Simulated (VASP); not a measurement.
Sc, 1 atom in the cell. Symmetry: Pm-3m, No. 221, cubic system. The conventional cell has a = 2.994 Å, b = 2.994 Å, c = 2.994 Å, α = 90.00°, β = 90.00°, γ = 90.00°. Sc (site symmetry m-3m) has 6 Sc at 2.99 Å within 3.9 Å.  This cell differs from its parent crystal: volume scaled by 1.08.

| Item | Value |
| --- | --- |
| Program | VASP 6.6.1 |
| Task | single point |
| Functional | PBEsol |
| Potentials or basis | VASP PAW PBE potentials, release 64 (Sc_sv) |
| Cutoff | 500 eV |
| k mesh | 12 × 12 × 12 |
| Occupations | fermi-dirac, width 0.1 eV |
| Spin | no spin polarisation |
| Dipole correction | no |
| Further INCAR settings | ALGO = Normal; EDIFF = 1e-06; NBANDS = 12 |

Potentials or basis: VASP PAW PBE potentials, release 64 (Sc_sv).

The run is started by

```sh
$ cat potpaw_PBE.64/Sc_sv/POTCAR > POTCAR
$ mpirun -np 1 vasp_std > vasp.out
```

Hardware: 1 thread of Intel(R) Xeon(R) Platinum 8259CL CPU @ 2.50GHz (Skylake/Cascade Lake), on a shared host.

Problem. How long does it take, and how much memory?

Solution. It took 18 s on 1 thread of Intel(R) Xeon(R) Platinum 8259CL CPU @ 2.50GHz (Skylake/Cascade Lake), with other jobs on the host, peak memory 0.15 GiB. Counts: scf iterations 12, k points 84.
